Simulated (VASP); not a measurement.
Wanted: the native input for a VASP 6.6.1 run.

```
Task                   : single point
Functional             : PBE
Potentials or basis    : VASP PAW PBE potentials, release 64 (Mo_sv, As)
Cutoff                 : 520 eV
k mesh                 : 18 × 18 × 6
Occupations            : gaussian, width 0.1 eV
Spin                   : no spin polarisation
Dipole correction      : no
Further INCAR settings : ALGO = Fast; EDIFF = 1e-07; NBANDS = 32
```

The structure of Mo3As lies in POSCAR:

```
Mo3As
1.0
    3.0203540070      0.0000000000      0.0000000000
   -1.5101770035      2.6157032985      0.0000000000
    0.0000000000      0.0000000000      8.8929707027
Mo As
3 1
Direct
    0.6666666667      0.3333333333      0.7746864718
    0.6666666667      0.3333333333      0.2253135282
    0.3333333333      0.6666666667      0.0000000000
    0.6666666667      0.3333333333      0.5000000000
```

These files were run (other wordings do the same):

INCAR

```
  PREC = Accurate
  ENCUT = 520
  EDIFF = 1E-7
  ISMEAR = 0
  SIGMA = 0.1
  LREAL = F
  LASPH = T
  NELM = 80
  ALGO = Fast
  ISIF = 2
  LWAVE = F
  LCHARG = F
  GGA = PE
  NBANDS = 32
```

KPOINTS

```
regular mesh
0
Gamma
  18 18 6
```

Potentials or basis: VASP PAW PBE potentials, release 64 (Mo_sv, As).

Launch:

```console
$ cat potpaw_PBE.64/Mo_sv/POTCAR potpaw_PBE.64/As/POTCAR > POTCAR
$ mpirun -np 1 vasp_std > vasp.out
```

Results of the run:

```
Pressure      : 0.3 GPa
Largest force : 0.008 eV/Å
```

Run time: 2.6 min on 1 thread of Intel(R) Xeon(R) 6975P-C (Granite Rapids), on a shared host, peak memory 0.39 GiB.
